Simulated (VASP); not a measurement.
Here is a VASP 6.6.1 calculation.

File INCAR:

```
PREC = Accurate
ENCUT = 520
EDIFF = 1E-6
ISMEAR = -1
SIGMA = 0.02
LREAL = F
LASPH = T
NELM = 80
ALGO = Normal
ISIF = 2
LWAVE = F
LCHARG = T
GGA = PE
IVDW = 12
LELF = T
LVHAR = T
NBANDS = 28
```

File KPOINTS:

```
Automatic mesh
0
Gamma
  6 6 6
```

File POSCAR:

```
PbS
1.0
    2.0549625747     -5.8169553266      0.0000000000
    2.0549625747      5.8169553266      0.0000000000
    0.0000000000      0.0000000000      4.2686387846
Pb S
2 2
Direct
    0.8730389803      0.1269610197      0.7500000000
    0.1269610197      0.8730389803      0.2500000000
    0.6405164257      0.3594835743      0.7500000000
    0.3594835743      0.6405164257      0.2500000000
```

Potentials or basis: VASP PAW PBE potentials, release 64 (Pb_d, S).

Run with:

```sh
$ cat potpaw_PBE.64/Pb_d/POTCAR potpaw_PBE.64/S/POTCAR > POTCAR
$ mpirun -np 1 vasp_std > vasp.out
```

(1) Estimate the dispersion energy per atom.

(2) Estimate the band gap on the k mesh.

(3) What does it give for the largest force?

Answers

(1) -0.357 eV.

(2) 1.22 eV, indirect (least direct gap 1.28 eV).

(3) 0.004 eV/Å.

Caveat: spin-orbit coupling is left out, which moves the levels of the heavy elements.
